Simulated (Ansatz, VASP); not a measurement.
Two plane-wave programs on BN

```xyz
4
Lattice="2.4245 0.0000 0.0000 -1.2123 2.0997 0.0000 0.0000 0.0000 7.5013" Properties=species:S:1:pos:R:3 pbc="T T T"
B     0.0000    1.3998    1.8753
B     1.2123    0.6999    5.6260
N     0.0000    1.3998    5.6260
N     1.2123    0.6999    1.8753
```

Alike in both runs: task single point; functional PBEsol; k mesh 12 × 12 × 4; occupations gaussian, width 0.05 eV; no spin polarisation.

|  | VASP | Ansatz |
| --- | --- | --- |
| version | VASP 6.6.1 | Ansatz 0.2.0 |
| potentials or method | VASP PAW PBE potentials, release 64 (B, N), cutoff 520 eV | scalar-relativistic, plane waves, PAW |
| valence electrons in the cell | 16 | 16 |

```tsv
	VASP	Ansatz	Ansatz less VASP
gap on the k mesh at the Fermi level (eV)	4.45	4.45	+0.006
least direct gap on the mesh (eV)	4.85	4.85	+0.003
pressure (GPa)	24.0	23.5	-0.45
traceless stress, the component that is largest in VASP (GPa)	-24.40	-23.79	+0.605
```

VASP's potentials were made for PBE, not for PBEsol, and Ansatz warns of the same on its side.
